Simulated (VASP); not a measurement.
**CaO: single point with PBE**

The system is CaO.

```
Ca O
1.0
     0.00000    2.44900    2.37553
     2.44900    0.00000    2.37553
     2.44900    2.44900    0.00000
Ca O
1 1
Direct
  0.00000 0.00000 0.00000
  0.50000 0.50000 0.50000
```

This cell differs from its parent crystal: strain +0.000 along x and y, -0.030 along z.

```yaml
Program: VASP 6.6.1
Task: single point
Functional: PBE
Potentials_or_basis: VASP PAW PBE potentials, release 64 (Ca_sv, O)
Cutoff: 520 eV
k_mesh: 8 × 8 × 8
Occupations: gaussian, width 0.05 eV
Spin: no spin polarisation
Dipole_correction: no
Further_INCAR_settings: ALGO = Normal; EDIFF = 1e-06; NBANDS = 15
```

The pressure is -0.4 GPa. The band gap on the k mesh is 3.53 eV, indirect (least direct gap 4.00 eV).

Stress tensor (GPa, compression positive):
```
-1.92  0.00  0.00
 0.00 -1.92  0.00
 0.00  0.00  2.64
```

Levels at points of the mesh, in eV from the valence-band top:
```tsv
k point	band 5	band 6	band 7	band 8	band 9	band 10	band 11	band 12
(0.00, 0.00, 0.00)	-15.53	-0.07	-0.07	0.00	4.43	6.05	6.05	6.25
(0.50, 0.00, 0.00)	-14.43	-2.63	-1.21	-1.20	6.88	8.16	8.18	8.25
(0.50, 0.50, 0.00)	-15.29	-1.24	-0.48	-0.48	3.53	7.84	8.70	9.32
(0.50, 0.00, 0.50)	-15.29	-1.41	-0.43	-0.37	3.63	7.77	8.73	9.20
```

Wall time 34 s on 1 thread of AMD EPYC 7R43 64-Core Processor (Zen 3), on a shared host, peak memory 0.13 GiB.

Caveat: the cell differs from its parent crystal (strain +0.000 along x and y, -0.030 along z). A k mesh can miss the band edges.
